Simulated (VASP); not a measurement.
# AlCo (Pm-3m) in VASP: a series of runs

Runs on AlCo. Level: PBEsol. Tasks: single point, relaxation of cell and atoms.

Everything below comes from runs of VASP 6.6.1. Logs are shortened: lines on timing, memory, paths and dates and some standing lists are left out, and cuts for length are marked.

### Step 1. The cell of the first run

The structure is cubic, space group Pm-3m (No. 221). The conventional cell has a = 2.823 Å, b = 2.823 Å, c = 2.823 Å, α = 90.00°, β = 90.00°, γ = 90.00°. Within 3.2 Å of Al (site symmetry m-3m) lie 8 Co at 2.45 Å and 6 Al at 2.82 Å. Within 3.2 Å of Co (site symmetry m-3m) lie 8 Al at 2.45 Å and 6 Co at 2.82 Å.

### Step 2. Single point, PBEsol

INCAR reads:

```
SYSTEM = AlCo
ALGO = Normal
EDIFF = 1E-6
ENCUT = 520
GGA = PS
ISIF = 2
ISMEAR = -1
LASPH = .True.
LCHARG = .False.
LREAL = .False.
LWAVE = .False.
NBANDS = 13
NELM = 100
PREC = Accurate
SIGMA = 0.1
```

KPOINTS reads:

```
k-points
0
Gamma
  16 16 16
  0 0 0
```

POSCAR reads:

```
AlCo
1.0
    2.8234231445      0.0000000000      0.0000000000
    0.0000000000      2.8234231445      0.0000000000
    0.0000000000      0.0000000000      2.8234231445
Al Co
1 1
Direct
    0.0000000000      0.0000000000      0.0000000000
    0.5000000000      0.5000000000      0.5000000000
```

Potentials or basis: VASP PAW PBE potentials, release 64 (Al, Co).

Started as:

```sh
$ cat potpaw_PBE.64/Al/POTCAR potpaw_PBE.64/Co/POTCAR > POTCAR
$ mpirun -np 1 vasp_std > vasp.out
```

OUTCAR:

```text
SYSTEM = AlCo
   EDIFF = 1E-6
   ENCUT = 520
   GGA = PS
   ISIF = 2
   ISMEAR = -1
   LASPH = .True.
   LREAL = .False.
   NELM = 100
   PREC = Accurate

 ion  position               nearest neighbor table
   1  0.000  0.000  0.000-   2 2.45   2 2.45   2 2.45   2 2.45   2 2.45   2 2.45   2 2.45   2 2.45

   2  0.500  0.500  0.500-   1 2.45   1 2.45   1 2.45   1 2.45   1 2.45   1 2.45   1 2.45   1 2.45

  LATTYP: Found a simple cubic cell.
 ALAT       =     2.8234231445

  Lattice vectors:

 A1 = (   2.8234231445,   0.0000000000,   0.0000000000)
 A2 = (   0.0000000000,   2.8234231445,   0.0000000000)
 A3 = (   0.0000000000,   0.0000000000,   2.8234231445)

Analysis of symmetry for initial positions (statically):
=====================================================================
 Subroutine PRICEL returns:
 Original cell was already a primitive cell.

 Routine SETGRP: Setting up the symmetry group for a
 simple cubic supercell.

 Subroutine GETGRP returns: Found 48 space group operations
 (whereof 48 operations were pure point group operations)
 out of a pool of 48 trial point group operations.

The static configuration has the point symmetry O_h .

Analysis of symmetry for dynamics (positions and initial velocities):
=====================================================================
 Subroutine PRICEL returns:
 Original cell was already a primitive cell.

 Routine SETGRP: Setting up the symmetry group for a
 simple cubic supercell.

 Subroutine GETGRP returns: Found 48 space group operations
 (whereof 48 operations were pure point group operations)
 out of a pool of 48 trial point group operations.

The dynamic configuration has the point symmetry O_h .

 Subroutine INISYM returns: Found 48 space group operations
 (whereof 48 operations are pure point group operations),
 and found     1 'primitive' translations

----------------------------------------------------------------------------------------

                                     Primitive cell

  volume of cell :      22.5075

  direct lattice vectors                    reciprocal lattice vectors
     2.823423144  0.000000000  0.000000000     0.354179997  0.000000000  0.000000000
     0.000000000  2.823423144  0.000000000     0.000000000  0.354179997  0.000000000
     0.000000000  0.000000000  2.823423144     0.000000000  0.000000000  0.354179997

  length of vectors
     2.823423144  2.823423144  2.823423144     0.354179997  0.354179997  0.354179997

  position of ions in fractional coordinates (direct lattice)
     0.000000000  0.000000000  0.000000000
     0.500000000  0.500000000  0.500000000

  ion indices of the primitive-cell ions
   primitive index   ion index
                 1           1
                 2           2

----------------------------------------------------------------------------------------

 KPOINTS: k-points

Automatic generation of k-mesh.
 Grid dimensions read from file:
 generate k-points for:   16   16   16

 Generating k-lattice:

  Cartesian coordinates                     Fractional coordinates (reciprocal lattice)
     0.022136250  0.000000000  0.000000000     0.062500000  0.000000000  0.000000000
     0.000000000  0.022136250  0.000000000     0.000000000  0.062500000  0.000000000
     0.000000000  0.000000000  0.022136250     0.000000000  0.000000000  0.062500000

  Length of vectors
     0.022136250  0.022136250  0.022136250

  Shift w.r.t. Gamma in fractional coordinates (k-lattice)
     0.000000000  0.000000000  0.000000000

 Subroutine IBZKPT returns following result:
 ===========================================

 Found    165 irreducible k-points:

 Following reciprocal coordinates:
            Coordinates               Weight
  0.000000  0.000000  0.000000      1.000000
  0.062500  0.000000  0.000000      6.000000
  0.125000  0.000000  0.000000      6.000000
  0.187500  0.000000  0.000000      6.000000
  0.250000  0.000000  0.000000      6.000000
  0.312500  0.000000  0.000000      6.000000
[... 16 lines left out ...]
  0.437500  0.125000  0.000000     24.000000
  0.500000  0.125000  0.000000     12.000000
 [... further k-points ...]
   k-points           NKPTS =    165   k-points in BZ     NKDIM =    165   number of bands    NBANDS=     13
   number of dos      NEDOS =    301   number of ions     NIONS =      2
   total plane-waves  NPLWV =  13824
   dimension x,y,z NGX =    24 NGY =   24 NGZ =   24
   dimension x,y,z NGXF=    48 NGYF=   48 NGZF=   48
   ions per type =               1   1
   NGX,Y,Z   is equivalent  to a cutoff of  14.13, 14.13, 14.13 a.u.
   NGXF,Y,Z  is equivalent  to a cutoff of  28.26, 28.26, 28.26 a.u.
 SYSTEM =  AlCo
   PREC   = accura    normal or accurate (medium, high low for compatibility)
   ISTART =      0    job   : 0-new  1-cont  2-samecut
   ICHARG =      2    charge: 1-file 2-atom 10-const
   ISPIN  =      1    spin polarized calculation?
   LNONCOLLINEAR =      F non collinear calculations
[... 58 lines left out ...]

 k-point     1 :       0.0000    0.0000    0.0000
  band No.  band energies     occupation
      1      -0.4328      2.00000
      2       7.7157      2.00000
      3       7.7157      2.00000
      4       9.9764      1.99933
      5       9.9764      1.99933
      6       9.9764      1.99933
      7      16.9316      0.00000
      8      16.9316      0.00000
      9      16.9316      0.00000
     10      19.6964      0.00000
     11      19.6964      0.00000
     12      26.5146      0.00000
     13      32.7678      0.00000

 k-point     2 :       0.0625    0.0000    0.0000
  band No.  band energies     occupation
      1      -0.3572      2.00000
      2       7.7099      2.00000
      3       7.7372      2.00000
      4       9.9344      1.99956
      5       9.9344      1.99956
      6       9.9809      1.99930
      7      16.1732      0.00000
      8      17.0376      0.00000
      9      17.0376      0.00000
     10      19.6844      0.00000
     11      20.4038      0.00000
     12      26.7527      0.00000
     13      31.8709      0.00000

 k-point     3 :       0.1250    0.0000    0.0000
  band No.  band energies     occupation
      1      -0.1313      2.00000
      2       7.6762      2.00000
      3       7.7990      2.00000
      4       9.8189      1.99986
      5       9.8189      1.99986
      6       9.9935      1.99921
      7      14.8265      0.00000
      8      17.3455      0.00000
      9      17.3455      0.00000
     10      19.6488      0.00000
     11      21.5793      0.00000
     12      27.4947      0.00000
     13      30.3725      0.00000

 k-point     4 :       0.1875    0.0000    0.0000
  band No.  band energies     occupation
      1       0.2417      2.00000
      2       7.5629      2.00000
      3       7.8937      2.00000
      4       9.6565      1.99997
      5       9.6565      1.99997
      6      10.0125      1.99904
      7      13.5044      0.00000
      8      17.8302      0.00000
      9      17.8302      0.00000
     10      19.5914      0.00000
     11      22.6235      0.00000
     12      28.7603      0.00000
     13      28.8359      0.00000

 k-point     5 :       0.2500    0.0000    0.0000
  band No.  band energies     occupation
      1       0.7564      2.00000
      2       7.2806      2.00000
      3       8.0088      2.00000
      4       9.4784      2.00000
      5       9.4784      2.00000
      6      10.0350      1.99880
      7      12.4081      0.00000
      8      18.4622      0.00000
      9      18.4622      0.00000
     10      19.5167      0.00000
     11      23.4789      0.00000
     12      27.3544      0.00000
     13      27.3544      0.00000
[... 257 lines left out ...]
 k-point    22 :       0.3750    0.1250    0.0000
  band No.  band energies     occupation
      1       2.4412      2.00000
      2       6.1239      2.00000
      3       8.2657      2.00000
      4       9.0539      2.00000
      5       9.2078      2.00000
      6       9.9409      1.99953
      7      11.3010      0.01055
      8      17.3487      0.00000
      9      20.2914      0.00000
     10      20.4392      0.00000
     11      23.3671      0.00000
     12      24.8647      0.00000
     13      26.5270      0.00000

 k-point    23 :       0.4375    0.1250    0.0000
  band No.  band energies     occupation
      1       3.2983      2.00000
      2       5.2082      2.00000
      3       8.3624      2.00000
      4       8.9831      2.00000
      5       9.1241      2.00000
      6       9.9553      1.99946
      7      11.0618      0.10967
      8      17.9648      0.00000
      9      19.8436      0.00000
     10      21.3547      0.00000
     11      22.9559      0.00000
     12      23.6831      0.00000
     13      27.1577      0.00000

 k-point    24 :       0.5000    0.1250    0.0000
  band No.  band energies     occupation
      1       4.1290      2.00000
      2       4.3484      2.00000
      3       8.4006      2.00000
      4       8.9539      2.00000
      5       9.0953      2.00000
      6       9.9604      1.99943
      7      10.9939      0.20539
      8      18.3112      0.00000
      9      19.5402      0.00000
     10      22.0583      0.00000
     11      22.8344      0.00000
     12      22.8915      0.00000
     13      27.4690      0.00000

 [... further k-points ...]
[... 5 lines left out ...]
  --------------------------------------------------------------------------------------
  -------------------------------------------------------------------------------------
  Total        0.0172755      0.0172755      0.0172755      0.0000000     -0.0000000      0.0000000
  in kB        1.2297400      1.2297400      1.2297400      0.0000000     -0.0000000      0.0000000
  external PRESSURE =       1.2297400 kB  Pullay stress =       0.0000000 kB

 VOLUME and BASIS-vectors are now :
 -----------------------------------------------------------------------------
  energy-cutoff  :      520.00
  volume of cell :       22.51
      direct lattice vectors                 reciprocal lattice vectors
     2.823423144  0.000000000  0.000000000     0.354179997  0.000000000  0.000000000
     0.000000000  2.823423144  0.000000000     0.000000000  0.354179997  0.000000000
     0.000000000  0.000000000  2.823423144     0.000000000  0.000000000  0.354179997

 POSITION                                       TOTAL-FORCE (eV/Angst)
 -----------------------------------------------------------------------------------
      0.00000      0.00000      0.00000         0.000000      0.000000      0.000000
      1.41171      1.41171      1.41171         0.000000      0.000000      0.000000
 -----------------------------------------------------------------------------------
    total drift:                                0.000000     -0.000000     -0.000000

  FREE ENERGIE OF THE ION-ELECTRON SYSTEM (eV)
  ---------------------------------------------------
  free  energy   TOTEN  =       -13.0950994839 eV

  energy  without entropy=      -13.0668428200  energy(sigma->0) =      -13.08097115
```

Run time: 63 s. Hardware: 1 thread of AMD EPYC 7R13, shared host; peak memory 0.15 GiB.

What came out:

| Item | Value |
| --- | --- |
| Free energy | -13.0951 eV |
| Pressure | 0.1 GPa |
| Band gap on the k mesh | zero (band 6 reaches 13.19 eV, above the bottom of band 7 at 10.56 eV) |

Caveat: the PAW data sets were made with another functional, which shifts forces and pressure a little.

### Step 3. Single point, PBEsol

This run uses another cell than the first one, of 11.20 Å³/atom, 0.995 times its volume.

INCAR reads:

```
PREC = Accurate ; ENCUT = 520
EDIFF = 1E-7 ; ISMEAR = -1
SIGMA = 0.1 ; LREAL = False
LASPH = True ; NELM = 80
ALGO = Normal ; ISIF = 2
LWAVE = False ; LCHARG = False
GGA = PS ; NBANDS = 13
```

KPOINTS reads:

```
Automatic mesh
0
Gamma
  16 16 16
```

POSCAR reads:

```
AlCo
1.0
    2.8186632470      0.0000000000      0.0000000000
    0.0000000000      2.8186632470      0.0000000000
    0.0000000000      0.0000000000      2.8186632470
Al Co
1 1
Direct
    0.0000000000      0.0000000000      0.0000000000
    0.5000000000      0.5000000000      0.5000000000
```

Potentials or basis: VASP PAW PBE potentials, release 64 (Al, Co).

Started as:

```sh
$ cat potpaw_PBE.64/Al/POTCAR potpaw_PBE.64/Co/POTCAR > POTCAR
$ mpirun -np 1 vasp_std > vasp.out
```

It took 69 s on 1 thread of AMD EPYC 7R13, shared host; peak memory 0.15 GiB.

Results (log left out):

```
Free energy            : -13.0947 eV
Pressure               : 1.1 GPa
Band gap on the k mesh : zero (band 6 reaches 13.26 eV, above the bottom of band 7 at 10.63 eV)
```

Levels at points of the mesh, in eV from the Fermi level:
| k point | band 3 | band 4 | band 5 | band 6 | band 7 | band 8 | band 9 | band 10 |
| --- | --- | --- | --- | --- | --- | --- | --- | --- |
| (0.00, 0.00, 0.00) | -3.09 | -0.81 | -0.81 | -0.81 | 6.18 | 6.18 | 6.18 | 8.94 |
| (0.50, 0.00, 0.00) | -2.47 | -1.72 | -1.72 | -0.69 | 0.23 | 8.51 | 10.82 | 10.82 |
| (0.50, 0.50, 0.00) | -2.69 | -2.69 | -1.51 | -1.51 | -0.22 | 2.55 | 3.75 | 13.19 |
| (0.50, 0.50, 0.50) | -4.03 | -0.18 | -0.18 | 2.41 | 2.41 | 2.41 | 4.50 | 5.60 |

Caveat: the PAW data sets were made with another functional, which shifts forces and pressure a little. Spin polarisation is off, so any magnetic state and its effect on volume and gap are missing.

### Step 4. Single point, PBEsol

This run uses another cell than the first one, of 11.14 Å³/atom, 0.990 times its volume.

INCAR reads:

```
PREC = Accurate
ENCUT = 520
EDIFF = 1E-7
ISMEAR = -1
SIGMA = 0.1
LREAL = False
LASPH = True
NELM = 100
ALGO = Normal
ISIF = 2
LWAVE = False
LCHARG = False
GGA = PS
NBANDS = 13
```

KPOINTS is that of step 3.

POSCAR reads:

```
AlCo
1.0
    2.8139339335      0.0000000000      0.0000000000
    0.0000000000      2.8139339335      0.0000000000
    0.0000000000      0.0000000000      2.8139339335
Al Co
1 1
Direct
    0.0000000000      0.0000000000      0.0000000000
    0.5000000000      0.5000000000      0.5000000000
```

Started as:

```sh
$ cat potpaw_PBE.64/Al/POTCAR potpaw_PBE.64/Co/POTCAR > POTCAR
$ mpirun -np 1 vasp_std > vasp.out
```

Run time: 82 s. Hardware: 1 thread of AMD EPYC 7R13, shared host; peak memory 0.15 GiB.

Results (log left out):

```yaml
Free_energy: -13.0936 eV
Pressure: 2.1 GPa
Band_gap_on_the_k_mesh: zero (band 6 reaches 13.33 eV, above the bottom of band 7 at 10.70 eV)
```

Levels at points of the mesh, in eV from the Fermi level:
```
           k point  band 3  band 4  band 5  band 6  band 7  band 8  band 9  band 10
(0.00, 0.00, 0.00)   -3.11   -0.81   -0.81   -0.81    6.21    6.21    6.21     8.96
(0.50, 0.00, 0.00)   -2.49   -1.74   -1.74   -0.69    0.23    8.51   10.85    10.85
(0.50, 0.50, 0.00)   -2.70   -2.70   -1.53   -1.53   -0.22    2.56    3.78    13.25
(0.50, 0.50, 0.50)   -4.06   -0.18   -0.18    2.41    2.41    2.41    4.55     5.63
```

Caveat: the PAW data sets were made with another functional, which shifts forces and pressure a little. Spin polarisation is off, so any magnetic state and its effect on volume and gap are missing.

### Step 5. Relaxation of cell and atoms, PBEsol

This run uses another cell than the first one, of 11.21 Å³/atom, 0.996 times its volume.

INCAR reads:

```
SYSTEM = AlCo
ALGO = Normal
EDIFF = 1E-7
EDIFFG = -0.002
ENCUT = 600
GGA = PS
IBRION = 2
ISIF = 3
ISMEAR = -1
LASPH = .True.
LCHARG = .False.
LREAL = .False.
LWAVE = .False.
NELM = 80
NSW = 100
PREC = Accurate
SIGMA = 0.1
```

KPOINTS reads:

```
k-points
0
Gamma
  16 16 16
  0 0 0
```

POSCAR reads:

```
AlCo
1.0
    2.8194032100      0.0000000000      0.0000000000
    0.0000000000      2.8194032100      0.0000000000
    0.0000000000      0.0000000000      2.8194032100
Al Co
1 1
Direct
    0.0000000000      0.0000000000      0.0000000000
    0.5000000000      0.5000000000      0.5000000000
```

Started as:

```sh
$ cat potpaw_PBE.64/Al/POTCAR potpaw_PBE.64/Co/POTCAR > POTCAR
$ mpirun -np 1 vasp_std > vasp.out
```

Wall time 2 min (1 thread of AMD EPYC 7R13, shared host); peak memory 0.16 GiB.

Results (log left out):

| Property | Result |
| --- | --- |
| Free energy | -13.0950 eV |
| Relaxed volume | 11.26 Å³/atom |
| Relaxed cell | a = 2.824 Å, b = 2.824 Å, c = 2.824 Å, α = 90.00°, β = 90.00°, γ = 90.00° |
| Space group after relaxing (to 0.05 Å) | Pm-3m (No. 221) |
| Energy gained by relaxing | 0.1 meV/atom |
| Ionic steps | 3 |
| Pressure after relaxing | 0.0 GPa |
| Band gap on the k mesh | zero (band 6 reaches 13.19 eV, above the bottom of band 7 at 10.56 eV) |

Step by step:
```
step  energy change (eV)  largest force (eV/Å)  pressure (GPa)  volume (Å³)
   1              0.0000                0.0000            0.89        22.41
   2              0.0000                0.0000           -0.85        22.61
   3             -0.0003                0.0000            0.02        22.51
```

Final structure:
```xyz
2
Lattice="2.8236 0.0000 0.0000 0.0000 2.8236 0.0000 0.0000 0.0000 2.8236" Properties=species:S:1:pos:R:3 pbc="T T T"
Al    0.0000    0.0000    0.0000
Co    1.4118    1.4118    1.4118
```

Levels at points of the mesh, in eV from the Fermi level:
```
           k point  band 3  band 4  band 5  band 6  band 7  band 8  band 9  band 10
(0.00, 0.00, 0.00)   -3.06   -0.80   -0.80   -0.80    6.15    6.15    6.15     8.92
(0.50, 0.00, 0.00)   -2.45   -1.71   -1.71   -0.68    0.23    8.50   10.79    10.79
(0.50, 0.50, 0.00)   -2.68   -2.68   -1.50   -1.50   -0.21    2.53    3.72    13.13
(0.50, 0.50, 0.50)   -4.01   -0.17   -0.17    2.42    2.42    2.42    4.45     5.57
```

Caveat: the PAW data sets were made with another functional, which shifts forces and pressure a little.

### Step 6. The runs side by side

| task | cell | cutoff (eV) | gap on the mesh (eV) | pressure (GPa) |
| --- | --- | --- | --- | --- |
| single point | a = 2.823 Å, 2 atoms | 520 | none | 0.1 |
| single point | a = 2.819 Å, 2 atoms | 520 | none | 1.1 |
| single point | a = 2.814 Å, 2 atoms | 520 | none | 2.1 |
| relaxation of cell and atoms | relaxed from a = 2.819 Å, 2 atoms | 600 | none | 0.0 |

Alike in all rows: level PBEsol; potentials or basis VASP PAW PBE potentials, release 64 (Al, Co); no spin polarisation; k mesh 16 × 16 × 16; smearing fermi-dirac 0.1 eV.

Caveats: the PAW data sets were made with another functional, which shifts forces and pressure a little.

Absolute energies hang on the potentials; compare differences alone.
